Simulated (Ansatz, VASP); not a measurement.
**AgO: VASP beside Ansatz**

```
Ag O
1.0
     0.00000    2.50586    2.50586
     2.50586    0.00000    2.50586
     2.50586    2.50586    0.00000
Ag O
1 1
Direct
  0.00000 0.00000 0.00000
  0.75000 0.75000 0.75000
```

Alike in both runs: functional r2SCAN; k mesh 14 × 14 × 14; occupations gaussian, width 0.1 eV; collinear spin.

Ansatz relaxed the structure, and its values are those at the end. VASP's run is a single point on that final structure, the one shown.

|  | VASP | Ansatz |
| --- | --- | --- |
| version | VASP 6.6.1 | Ansatz 0.2.0 |
| potentials or method | VASP PAW PBE potentials, release 64 (Ag, O), cutoff 520 eV | scalar-relativistic, plane waves, PAW |
| valence electrons in the cell | 17 | 25 |

|  | VASP | Ansatz | Ansatz less VASP |
| --- | --- | --- | --- |
| gap on the k mesh at the Fermi level (eV) | none | none | - |
| pressure (GPa) | -1.7 | 0.0 | +1.61 |
| net moment per atom (μB) | 0.00 | 0.44 | +0.444 |
| size of the moment on the site where the two differ most (μB) | 0.00 | 0.53 | +0.531 |

The net moments are unlike, so the other rows may belong to different states. VASP's potentials were made for PBE, not for r2SCAN. Site moments also hang on the region over which each program counts them. A gap of «none» marks a metal or a gap that the smearing closes. VASP's potentials hold 17 valence electrons a cell and Ansatz's 25, so a difference there can come from the potentials and not from the codes.
